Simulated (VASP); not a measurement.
SnO2: single point with PBE

Crystal: SnO2.

```
CELL_PARAMETERS angstrom
4.73735 0.00000 0.00000
0.00000 4.73735 0.00000
0.00000 0.00000 3.18640
ATOMIC_POSITIONS crystal
Sn 0.03918 0.03918 0.00000
Sn 0.50000 0.50000 0.50000
O 0.30562 0.30562 0.00000
O 0.19438 0.80562 0.50000
O 0.69438 0.69438 0.00000
O 0.80562 0.19438 0.50000
```

This cell differs from its parent crystal: atom 1 (Sn) moved +0.263 Å towards its neighbour atom 3 (O) at 2.048 Å.

```
Program                : VASP 6.6.1
Task                   : single point
Functional             : PBE
Potentials or basis    : VASP PAW PBE potentials, release 64 (Sn_d, O)
Cutoff                 : 520 eV
k mesh                 : 6 × 6 × 8
Occupations            : gaussian, width 0.05 eV
Spin                   : no spin polarisation
Dipole correction      : no
Further INCAR settings : ALGO = Normal; EDIFF = 1e-06; NBANDS = 35
```

| Quantity | Value |
| --- | --- |
| Pressure | 17.2 GPa |
| Largest force | 8.598 eV/Å |
| Band gap on the k mesh | 0.90 eV |

Forces on the atoms (eV/Å):
```
Sn  -6.080 -6.080  0.000
Sn   1.763  1.763  0.000
O    3.713  3.713  0.000
O   -0.003  0.224  0.000
O    0.383  0.383  0.000
O    0.224 -0.003  0.000
```

Stress tensor (GPa, compression positive):
```
19.66 11.25  0.00
11.25 19.66  0.00
 0.00  0.00 12.40
```

Levels at points of the mesh, in eV from the valence-band top:
| k point | band 24 | band 25 | band 26 | band 27 | band 28 | band 29 |
| --- | --- | --- | --- | --- | --- | --- |
| (0.00, 0.00, 0.00) | -1.23 | -0.88 | 0.00 | 0.90 | 5.54 | 6.10 |
| (0.50, 0.00, 0.00) | -1.37 | -1.11 | -0.41 | 3.96 | 4.12 | 6.63 |
| (0.50, 0.50, 0.00) | -1.34 | -1.20 | -0.87 | 4.45 | 4.48 | 7.16 |
| (0.00, 0.00, 0.50) | -1.90 | -1.54 | -0.95 | 5.77 | 5.81 | 8.99 |
| (0.50, 0.00, 0.50) | -1.32 | -0.89 | -0.61 | 6.01 | 6.03 | 7.59 |
| (0.50, 0.50, 0.50) | -1.17 | -1.06 | -0.51 | 4.42 | 4.51 | 8.49 |

Wall time 3.3 min on 1 thread of AMD EPYC 7R43 64-Core Processor (Zen 3), with other jobs on the host, peak memory 0.22 GiB.

Caveat: the cell differs from its parent crystal (atom 1 (Sn) moved +0.263 Å towards its neighbour atom 3 (O) at 2.048 Å); the cell stands under pressure; spin-orbit coupling is left out, which moves the levels of the heavy elements; forces of over 1 eV/Å act on the atoms, so gaps and moduli don't describe the material at rest.
